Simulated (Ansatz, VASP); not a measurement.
## Be: VASP beside Ansatz

```
Be
1.0
     0.00000    3.01952    3.01952
     3.01952    0.00000    3.01952
     3.01952    3.01952    0.00000
Be
6
Direct
  0.25000 0.25000 0.25000
  0.50000 0.50000 0.50000
  0.86789 0.86789 0.86789
  0.86789 0.86789 0.39633
  0.86789 0.39633 0.86789
  0.39633 0.86789 0.86789
```

Alike in both runs: task relaxation of cell and atoms; functional PBE; k mesh 6 × 6 × 6; occupations gaussian, width 0.1 eV; no spin polarisation.

```csv
,VASP,Ansatz
version,VASP 6.6.1,Ansatz 0.2.0
potentials or method,"VASP PAW PBE potentials, release 64 (Be), cutoff 600 eV","scalar-relativistic, plane waves, PAW"
valence electrons in the cell,12,12
```

```csv
,VASP,Ansatz,Ansatz less VASP
"gap on the k mesh at the Fermi level, each at its own relaxed structure (eV)",none,none,-
relaxed volume (Å³/atom),8.17,8.15,-0.020
relaxed length of the cell vector where the two differ most in proportion (Å),4.108,4.105,-0.0033
```

A gap of «none» marks a metal or a gap that the smearing closes.
